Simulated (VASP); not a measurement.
# CuAu in VASP: a series of runs

The runs below take CuAu through single point, with PBEsol, LDA.

All numbers are computed with VASP 6.6.1; they aren't measurements. Logs are shortened: lines on timing, memory, paths and dates and some standing lists are left out, and cuts for length are marked.

## 1. The cell of the first run

The typed cell holds 2 atoms: a = 2.811 Å, b = 2.811 Å, c = 3.685 Å, α = 90.00°, β = 90.00°, γ = 90.00°.

## 2. Single point, PBEsol (atoms moved at random)

File INCAR:

```
SYSTEM = CuAu
PREC = Accurate ; ENCUT = 520
EDIFF = 1E-7 ; ISMEAR = -1
SIGMA = 0.05 ; LREAL = .FALSE.
LASPH = .TRUE. ; NELM = 60
ALGO = Fast ; ISIF = 2
LWAVE = .FALSE. ; LCHARG = .FALSE.
GGA = PS ; NBANDS = 18
```

File KPOINTS:

```
regular mesh
0
G
  9 9 7
  0 0 0
```

File POSCAR:

```
CuAu
1.0
    2.8107494552      0.0000000000      0.0000000000
    0.0000000000      2.8107494552      0.0000000000
    0.0000000000      0.0000000000      3.6850000000
Au Cu
1 1
Direct
   -0.0070600000      0.0031540000     -0.0155730000
    0.4965640000      0.4897100000      0.4947630000
```

Potentials or basis: VASP PAW PBE potentials, release 64 (Au, Cu).

On the command line:

```bash
> cat potpaw_PBE.64/Au/POTCAR potpaw_PBE.64/Cu/POTCAR > POTCAR
> mpirun -np 1 vasp_std > vasp.out
```

OUTCAR:

```text
SYSTEM = CuAu
   PREC = Accurate
   ENCUT = 520
   EDIFF = 1E-7
   ISMEAR = -1
   LREAL = .FALSE.
   LASPH = .TRUE.
   NELM = 60
   ISIF = 2
   GGA = PS

 ion  position               nearest neighbor table
   1  0.993  0.003  0.984-   2 2.66   2 2.67   2 2.70   2 2.71   2 2.71   2 2.72   2 2.75   2 2.76

   2  0.497  0.490  0.495-   1 2.66   1 2.67   1 2.70   1 2.71   1 2.71   1 2.72   1 2.75   1 2.76

  LATTYP: Found a simple tetragonal cell.
 ALAT       =     2.8107494552
 C/A-ratio  =     1.3110382333

  Lattice vectors:

 A1 = (   2.8107494552,   0.0000000000,   0.0000000000)
 A2 = (   0.0000000000,   2.8107494552,   0.0000000000)
 A3 = (   0.0000000000,   0.0000000000,   3.6850000000)

Analysis of symmetry for initial positions (statically):
=====================================================================
 Subroutine PRICEL returns:
 Original cell was already a primitive cell.

 Routine SETGRP: Setting up the symmetry group for a
 simple tetragonal supercell.

 Subroutine GETGRP returns: Found  1 space group operations
 (whereof  1 operations were pure point group operations)
 out of a pool of 16 trial point group operations.

The static configuration has the point symmetry C_1 .

Analysis of symmetry for dynamics (positions and initial velocities):
=====================================================================
 Subroutine PRICEL returns:
 Original cell was already a primitive cell.

 Routine SETGRP: Setting up the symmetry group for a
 simple tetragonal supercell.

 Subroutine GETGRP returns: Found  1 space group operations
 (whereof  1 operations were pure point group operations)
 out of a pool of 16 trial point group operations.

The dynamic configuration has the point symmetry C_1 .

 Subroutine INISYM returns: Found  1 space group operations
 (whereof  1 operations are pure point group operations),
 and found     1 'primitive' translations

----------------------------------------------------------------------------------------

                                     Primitive cell

  volume of cell :      29.1127

  direct lattice vectors                    reciprocal lattice vectors
     2.810749455  0.000000000  0.000000000     0.355776997  0.000000000  0.000000000
     0.000000000  2.810749455  0.000000000     0.000000000  0.355776997  0.000000000
     0.000000000  0.000000000  3.685000000     0.000000000  0.000000000  0.271370421

  length of vectors
     2.810749455  2.810749455  3.685000000     0.355776997  0.355776997  0.271370421

  position of ions in fractional coordinates (direct lattice)
     0.992940000  0.003154000  0.984427000
     0.496564000  0.489710000  0.494763000

  ion indices of the primitive-cell ions
   primitive index   ion index
                 1           1
                 2           2

----------------------------------------------------------------------------------------

 KPOINTS: regular mesh

Automatic generation of k-mesh.
 Grid dimensions read from file:
 generate k-points for:    9    9    7

 Generating k-lattice:

  Cartesian coordinates                     Fractional coordinates (reciprocal lattice)
     0.039530777  0.000000000  0.000000000     0.111111111  0.000000000  0.000000000
     0.000000000  0.039530777  0.000000000     0.000000000  0.111111111  0.000000000
     0.000000000  0.000000000  0.038767203     0.000000000  0.000000000  0.142857143

  Length of vectors
     0.039530777  0.039530777  0.038767203

  Shift w.r.t. Gamma in fractional coordinates (k-lattice)
     0.000000000  0.000000000  0.000000000

 Subroutine IBZKPT returns following result:
 ===========================================

 Found    284 irreducible k-points:

 Following reciprocal coordinates:
            Coordinates               Weight
  0.000000  0.000000  0.000000      1.000000
  0.111111  0.000000  0.000000      2.000000
  0.000000  0.111111  0.000000      2.000000
  0.222222  0.000000  0.000000      2.000000
  0.000000  0.222222  0.000000      2.000000
  0.333333  0.000000  0.000000      2.000000
[... 16 lines left out ...]
  0.111111  0.444444  0.000000      2.000000
  0.222222  0.222222  0.000000      2.000000
 [... further k-points ...]
   k-points           NKPTS =    284   k-points in BZ     NKDIM =    284   number of bands    NBANDS=     18
   number of dos      NEDOS =    301   number of ions     NIONS =      2
   total plane-waves  NPLWV =  16128
   dimension x,y,z NGX =    24 NGY =   24 NGZ =   28
   dimension x,y,z NGXF=    48 NGYF=   48 NGZF=   56
   ions per type =               1   1
   NGX,Y,Z   is equivalent  to a cutoff of  14.20, 14.20, 12.63 a.u.
   NGXF,Y,Z  is equivalent  to a cutoff of  28.39, 28.39, 25.26 a.u.
 SYSTEM =  CuAu
   PREC   = accura    normal or accurate (medium, high low for compatibility)
   ISTART =      0    job   : 0-new  1-cont  2-samecut
   ICHARG =      2    charge: 1-file 2-atom 10-const
   ISPIN  =      1    spin polarized calculation?
   LNONCOLLINEAR =      F non collinear calculations
   LSORBIT =      F    spin-orbit coupling
   LASPH  =      T    aspherical Exc in radial PAW
   ENCUT  =  520.0 eV  38.22 Ry    6.18 a.u.   5.23  5.23  6.85*2*pi/ulx,y,z
   NELM   =     60;   NELMIN=  2; NELMDL= -5     # of ELM steps
   EDIFF  = 0.1E-06   stopping-criterion for ELM
   LREAL  =      F    real-space projection
   EDIFFG = 0.1E-05   stopping-criterion for IOM
   NSW    =      0    number of steps for IOM
   IBRION =     -1    ionic relax: 0-MD 1-quasi-New 2-CG
   NFREE  =      0    steps in history (QN), initial steepest desc. (CG)
   ISIF   =      2    stress and relaxation
   ISYM   =      2    0-nonsym 1-usesym 2-fastsym
   POTIM  = 0.5000    time-step for ionic-motion
   TEBEG  =    0.0;   TEEND  =   0.0 temperature during run
   PSTRESS=    0.0 pullay stress
   NELECT =      22.0000    total number of electrons
   NUPDOWN=      -1.0000    fix difference up-down
   EMIN   =  10.00;   EMAX   =-10.00  energy-range for DOS
   EFERMI =   0.00;   METHOD = LEGACY
   ISMEAR =    -1;   SIGMA  =   0.05  broadening in eV -4-tet -1-fermi 0-gaus
   EFERMI_NEDOS =   21; number of points for ismear=-14 and -15
   IALGO  =     68    algorithm
   IMIX   =      4    mixing-type and parameters
     AMIX     =   0.40;   BMIX     =  1.00
     AMIX_MAG =   1.60;   BMIX_MAG =  1.00
  volume/ion in A,a.u.               =      14.56        98.23
  Fermi-wavevector in a.u.,A,eV,Ry     =   1.491152  2.817868 30.253005  2.223533
  Thomas-Fermi vector in A             =   2.603843
   LORBIT       =      0    0 simple, 1 ext, 2 COOP (PROOUT), +10 PAW based schemes
   GGA     = PS    functional components
   LHFCALC =     F    Hartree Fock is set to
   AEXX    =    0.0000 exact exchange contribution
   IVDW    =     0    specifies the selected vdW correction
   LEPSILON=     F    determine dielectric tensor
   LRPA    =     F    only Hartree local field effects (RPA)
 non-spin polarized calculation
 RMM-DIIS sequential band-by-band and
  energy-cutoff  :      520.00
  volume of cell :       29.11
 maximum number of plane-waves:       797
 NGX is ok and might be reduce to    24
   NGX = 11   NGY = 11   NGZ = 13

 number of electron      21.9999998 magnetization

 Free energy of the ion-electron system (eV)
  ---------------------------------------------------
  ext. energy  EPLUGINS =         0.00000000
  ---------------------------------------------------
  free energy    TOTEN  =        -8.35834068 eV

  energy without entropy =       -8.35451816  energy(sigma->0) =       -8.35642942

 E-fermi :   8.4984     XC(G=0): -12.8343

 val. band max:        8.4380025316   @ k =   0.1111  -0.1111   0.2857
 cond. band min:       8.5185275019   @ k =  -0.3333  -0.1111   0.4286
 fundamental gap:      0.0805249703
 Fermi energy:         8.4983820036

 k-point     1 :       0.0000    0.0000    0.0000
  band No.  band energies     occupation
      1      -1.2818      2.00000
      2       1.9330      2.00000
      3       2.0902      2.00000
      4       4.4857      2.00000
      5       4.4913      2.00000
      6       5.5582      2.00000
[... 10 lines left out ...]
     17      25.3130      0.00000
     18      25.9488      0.00000

 k-point     2 :       0.1111    0.0000    0.0000
  band No.  band energies     occupation
      1      -0.9961      2.00000
      2       2.0662      2.00000
      3       2.2637      2.00000
      4       4.3120      2.00000
      5       4.5569      2.00000
      6       5.4334      2.00000
[... 10 lines left out ...]
     17      26.0194      0.00000
     18      27.3779      0.00000

 k-point     3 :       0.0000    0.1111    0.0000
  band No.  band energies     occupation
      1      -0.9962      2.00000
      2       2.0649      2.00000
      3       2.2651      2.00000
      4       4.3166      2.00000
      5       4.5523      2.00000
      6       5.4343      2.00000
[... 10 lines left out ...]
     17      26.0214      0.00000
     18      27.3569      0.00000

 k-point     4 :       0.2222    0.0000    0.0000
  band No.  band energies     occupation
      1      -0.2064      2.00000
      2       2.3320      2.00000
      3       2.8398      2.00000
      4       3.8590      2.00000
      5       4.7404      2.00000
      6       5.1074      2.00000
[... 375 lines left out ...]
      4       3.4036      2.00000
      5       4.5399      2.00000
      6       4.9015      2.00000
[... 10 lines left out ...]
     17      22.1160      0.00000
     18      23.9377      0.00000

 k-point    23 :       0.1111    0.4444    0.0000
  band No.  band energies     occupation
      1       2.0065      2.00000
      2       3.0080      2.00000
      3       3.1646      2.00000
      4       3.4052      2.00000
      5       4.5411      2.00000
      6       4.9055      2.00000
[... 10 lines left out ...]
     17      22.1189      0.00000
     18      23.9473      0.00000

 k-point    24 :       0.2222    0.2222    0.0000
  band No.  band energies     occupation
      1       0.8022      2.00000
      2       2.9567      2.00000
      3       3.1986      2.00000
      4       3.7008      2.00000
      5       3.9802      2.00000
      6       4.5593      2.00000
[... 10 lines left out ...]
     17      25.2271      0.00000
     18      25.7577      0.00000

 [... further k-points ...]
[... 5 lines left out ...]
  --------------------------------------------------------------------------------------
  -------------------------------------------------------------------------------------
  Total       -0.6612557     -0.6687056     -0.7034210     -0.0037227     -0.0299707      0.0079151
  in kB      -36.3913561    -36.8013522    -38.7118714     -0.2048749     -1.6493964      0.4355949
  external PRESSURE =     -37.3015266 kB  Pullay stress =       0.0000000 kB

 VOLUME and BASIS-vectors are now :
 -----------------------------------------------------------------------------
  energy-cutoff  :      520.00
  volume of cell :       29.11
      direct lattice vectors                 reciprocal lattice vectors
     2.810749455  0.000000000  0.000000000     0.355776997  0.000000000  0.000000000
     0.000000000  2.810749455  0.000000000     0.000000000  0.355776997  0.000000000
     0.000000000  0.000000000  3.685000000     0.000000000  0.000000000  0.271370421

 POSITION                                       TOTAL-FORCE (eV/Angst)
 -----------------------------------------------------------------------------------
      2.79091      0.00887      3.62761         0.033170     -0.123252      0.245092
      1.39572      1.37645      1.82320        -0.033170      0.123252     -0.245092
 -----------------------------------------------------------------------------------
    total drift:                                0.000398     -0.000016      0.001115

  FREE ENERGIE OF THE ION-ELECTRON SYSTEM (eV)
  ---------------------------------------------------
  free  energy   TOTEN  =        -8.3583406779 eV

  energy  without entropy=       -8.3545181558  energy(sigma->0) =       -8.35642942
```

It took 2.1 min on 1 thread of Intel Xeon Platinum 8375C at 2.90GHz (Ice Lake), shared host; peak memory 0.27 GiB.

What came out:

| Item | Value |
| --- | --- |
| Free energy | -8.3583 eV |
| Pressure | -3.7 GPa |
| Largest force | 0.276 eV/Å |
| Band gap on the k mesh | zero (band 11 reaches 11.96 eV, above the bottom of band 12 at 6.60 eV) |

Forces on the atoms (eV/Å):
```
Au   0.033 -0.123  0.245
Cu  -0.033  0.123 -0.245
```

Caveat: the cell differs from its parent crystal (atoms moved at random); the PAW data sets were made with another functional, which shifts forces and pressure a little; spin-orbit coupling is left out, which moves the levels of the heavy elements.

(Part 1 of 2 ends here.)
